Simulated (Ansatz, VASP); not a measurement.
**One calculation of AlN, two programs**

```xyz
8
Lattice="-3.1136 0.0000 0.0000 0.0000 5.3928 0.0000 1.5568 -2.6964 -4.9834" Properties=species:S:1:pos:R:3 pbc="T T T"
Al   -1.6448   -0.8663   -4.9758
Al   -0.0880    1.8301   -4.9758
Al    0.0880    3.5628   -2.4841
Al   -1.4688    0.8663   -2.4841
N    -1.4782   -0.8288   -3.0723
N     0.0786    1.8676   -3.0723
N    -0.0786    3.5252   -0.5807
N    -1.6354    0.8288   -0.5807
```

Change from the starting cell: mode 4 frozen in at -0.088 Å and mode 15 at +0.070 Å (largest displacements).

Alike in both runs: task single point; functional PBEsol; k mesh 8 × 8 × 8; occupations gaussian, width 0.05 eV; no spin polarisation.

|  | VASP | Ansatz |
| --- | --- | --- |
| version | VASP 6.6.1 | Ansatz 0.2.0 |
| potentials or method | VASP PAW PBE potentials, release 64 (Al, N), cutoff 520 eV | scalar-relativistic, plane waves, PAW |
| valence electrons in the cell | 32 | 32 |

VASP gave:

```
gap on the k mesh at the Fermi level (eV)                     : 3.99
least direct gap on the mesh (eV)                             : 3.99
pressure (GPa)                                                : 1.5
traceless stress, the component that is largest in VASP (GPa) : 9.74
rms of the force components (eV/Å)                            : 1.042
```

Task: Which values does Ansatz return?

Result: gap on the k mesh at the Fermi level (eV): 3.97; least direct gap on the mesh (eV): 3.97; pressure (GPa): 1.4; traceless stress, the component that is largest in VASP (GPa): 9.61; rms of the force components (eV/Å): 1.033.

VASP's potentials were made for PBE, not for PBEsol, and Ansatz warns of the same on its side. Atom by atom the forces differ by 0.010 eV/Å (rms over components). With one functional, cell and mesh, what is left measures potentials, basis and numerics.
